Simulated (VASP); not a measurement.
Wanted: the native input for a VASP 6.6.1 run.

```
Task                   : relaxation of cell and atoms
Functional             : PBEsol
Potentials or basis    : VASP PAW PBE potentials, release 64 (K_sv, Br)
Cutoff                 : 600 eV
k mesh                 : 6 × 6 × 6
Occupations            : gaussian, width 0.02 eV
Spin                   : no spin polarisation
Dipole correction      : no
Further INCAR settings : ALGO = Normal; EDIFF = 1e-06; IBRION = 2; EDIFFG = -0.005; NSW = 100; ISIF = 3
```

The structure of KBr lies in POSCAR:

```
KBr
1.0
    4.0434990000      0.0000000000      0.0000000000
    0.0000000000      4.0434990000      0.0000000000
    0.0000000000      0.0000000000      4.0434990000
K Br
1 1
Direct
    0.0000000000      0.0000000000      0.0000000000
    0.5000000000      0.5000000000      0.5000000000
```

The input as run:

INCAR

```
SYSTEM = KBr
ALGO     = Normal         ! electronic algorithm
EDIFF    = 1E-6           ! SCF threshold, eV
EDIFFG   = -0.005         ! ionic threshold
ENCUT    = 600            ! plane-wave cutoff, eV
GGA      = PS             ! functional
IBRION   = 2              ! ionic algorithm
ISIF     = 3              ! what is computed and relaxed
ISMEAR   = 0              ! smearing method
LASPH    = .TRUE.         ! aspherical terms in the spheres
LCHARG   = .FALSE.        ! write CHGCAR
LREAL    = .FALSE.        ! projectors in reciprocal space
LWAVE    = .FALSE.        ! write WAVECAR
NELM     = 100            ! most SCF steps
NSW      = 100            ! ionic steps
PREC     = Accurate       ! precision mode
SIGMA    = 0.02           ! smearing width, eV
```

KPOINTS

```
k-points
0
G
  6 6 6
  0 0 0
```

Potentials or basis: VASP PAW PBE potentials, release 64 (K_sv, Br).

The run is started by

```sh
$ cat potpaw_PBE.64/K_sv/POTCAR potpaw_PBE.64/Br/POTCAR > POTCAR
$ mpirun -np 1 vasp_std > vasp.out
```

Results of the run:

| Item | Value |
| --- | --- |
| Relaxed volume | 30.53 Å³/atom |
| Relaxed cell | a = 3.938 Å, b = 3.938 Å, c = 3.938 Å, α = 90.00°, β = 90.00°, γ = 90.00° |
| Space group after relaxing (to 0.1 Å) | Pm-3m (No. 221) |
| Energy gained by relaxing | 10.2 meV/atom |
| Ionic steps | 4 |
| Pressure after relaxing | 0.0 GPa |
| Band gap on the k mesh | 3.95 eV (least direct gap 4.24 eV) |

Caveat: the PAW data sets were made with another functional, which shifts forces and pressure a little.

It took 19 s on 1 thread of Intel(R) Xeon(R) 6975P-C (Granite Rapids) (shared host), peak memory 0.19 GiB.
